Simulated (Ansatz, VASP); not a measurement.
# Two plane-wave programs on Ti

```
Ti
1.0
     0.00000    2.05515    2.05515
     2.05515    0.00000    2.05515
     2.05515    2.05515    0.00000
Ti
1
Direct
  0.00000 0.00000 0.00000
```

Alike in both runs: task single point; functional r2SCAN; k mesh 26 × 26 × 26; occupations gaussian, width 0.15 eV; no spin polarisation.

|  | VASP | Ansatz |
| --- | --- | --- |
| version | VASP 6.6.1 | Ansatz 0.2.0 |
| potentials or method | VASP PAW PBE potentials, release 64 (Ti_sv), cutoff 520 eV | scalar-relativistic, plane waves, PAW |
| valence electrons in the cell | 12 | 12 |

```csv
,VASP,Ansatz,Ansatz less VASP
gap on the k mesh at the Fermi level (eV),none,none,-
pressure (GPa),0.4,0.0,-0.40
```

VASP's potentials were made for PBE, not for r2SCAN. A gap of «none» marks a metal or a gap that the smearing closes. The functional is the same, so the differences come from potentials, cutoffs and numerics.
